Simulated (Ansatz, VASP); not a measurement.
## Sr: VASP beside Ansatz

INCAR

```
SYSTEM = Sr
PREC = Accurate ; ENCUT = 600
EDIFF = 1E-6 ; ISMEAR = -1
SIGMA = 0.05 ; LREAL = .FALSE.
LASPH = .TRUE. ; NELM = 80
ALGO = Normal ; ISIF = 3
LWAVE = .FALSE. ; LCHARG = .FALSE.
GGA = PE ; IBRION = 2
NSW = 45 ; EDIFFG = -0.005
```

The input KPOINTS:

```
regular mesh
0
G
  11 11 6
  0 0 0
```

POSCAR

```
Sr
1.0
    4.2649774784      0.0000000000      0.0000000000
   -2.1324887392      3.6935788429      0.0000000000
    0.0000000000      0.0000000000      7.0236142044
Sr
2
Direct
    0.3333333333      0.6666666667      0.2500000000
    0.6666666667      0.3333333333      0.7500000000
```

Input for Ansatz:

```yaml
crystal:
  lattice:
    - [4.2649774784, 0.0, 0.0]
    - [-2.1324887392, 3.6935788429, 0.0]
    - [0.0, 0.0, 7.0236142044]
  atoms:
    - { symbol: Sr, position: [0.3333333333, 0.6666666667, 0.25] }
    - { symbol: Sr, position: [0.6666666667, 0.3333333333, 0.75] }
kpoints:
  mp_grid: { grid: [11, 11, 6] }
scf:
  occupations: { method: fermi_dirac, width: 0.05 }
hamiltonian:
  xc: pbe
  pseudopotentials: { kind: all_electron, lapw: { basis_error: 0.0005 } }
output:
  forces: true
  stress: true
  eigenvalues: true
  populations: true
relax:
  f_tol: 0.005
  max_steps: 25
  cell: {}
```

Alike in both runs: task relaxation of cell and atoms; functional PBE; k mesh 11 × 11 × 6; occupations fermi-dirac, width 0.05 eV; no spin polarisation.

```csv
,VASP,Ansatz
version,VASP 6.6.1,Ansatz 0.2.0
potentials or method,"VASP PAW PBE potentials, release 64 (Sr_sv), cutoff 600 eV","all-electron LAPW, scalar-relativistic"
```

```csv
,VASP,Ansatz,Ansatz less VASP
relaxed volume (Å³/atom),55.42,55.32,-0.099
relaxed cell length with the largest relative difference (Å),4.269,4.265,-0.0042
```

Ansatz ran all-electron here, and VASP with PAW potentials.
